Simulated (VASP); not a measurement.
# SnSe2: single point with PBEsol

Crystal: SnSe2.

```xyz
3
Lattice="3.7174 0.0000 0.0000 -1.8587 3.2193 0.0000 0.0000 0.0000 6.0783" Properties=species:S:1:pos:R:3 pbc="T T T"
Sn    0.0000    0.0000    0.0000
Se    0.0000    2.1462    1.5923
Se    1.8587    1.0731    4.4859
```

This cell differs from its parent crystal: strained.

| Quantity | Value |
| --- | --- |
| Program | VASP 6.6.1 |
| Task | single point |
| Functional | PBEsol |
| Potentials or basis | VASP PAW PBE potentials, release 64 (Sn_d, Se) |
| Cutoff | 520 eV |
| k mesh | 9 × 9 × 6 |
| Occupations | gaussian, width 0.02 eV |
| Spin | no spin polarisation |
| Dipole correction | no |
| Further INCAR settings | ALGO = Normal; EDIFF = 1e-06; NBANDS = 20 |

* Pressure: 4.2 GPa
* Largest force: 0.268 eV/Å
* Band gap on the k mesh: 0.42 eV (least direct gap 1.14 eV)

Forces in eV/Å, atoms in the order of the input:
```
Sn   0.000  0.000  0.000
Se   0.000  0.000  0.268
Se   0.000  0.000 -0.268
```

Stress tensor (GPa, compression positive):
```
4.91 0.00 0.00
0.00 4.91 0.00
0.00 0.00 2.88
```

Levels at points of the mesh, in eV from the valence-band top:
```csv
k point,band 10,band 11,band 12,band 13,band 14,band 15,band 16,band 17
"(0.00, 0.00, 0.00)",-0.55,-0.32,-0.32,-0.27,1.14,3.11,4.75,4.75
"(0.00, 0.00, 0.50)",-0.70,-0.70,-0.09,-0.09,2.84,3.04,4.41,4.41
```

Wall time 50 s on 1 thread of AMD EPYC 7R13 Processor (Zen 3) (shared host), peak memory 0.21 GiB.

Caveat: the cell differs from its parent crystal (strained); the cell stands under pressure; the PAW data sets were made with another functional, which shifts forces and pressure a little; spin-orbit coupling is left out, which moves the levels of the heavy elements; an odd mesh through Γ misses points on the zone boundary, where band edges can lie; this functional lacks dispersion, which binds the layers, so the pressure and a relaxed spacing across them are unreliable.
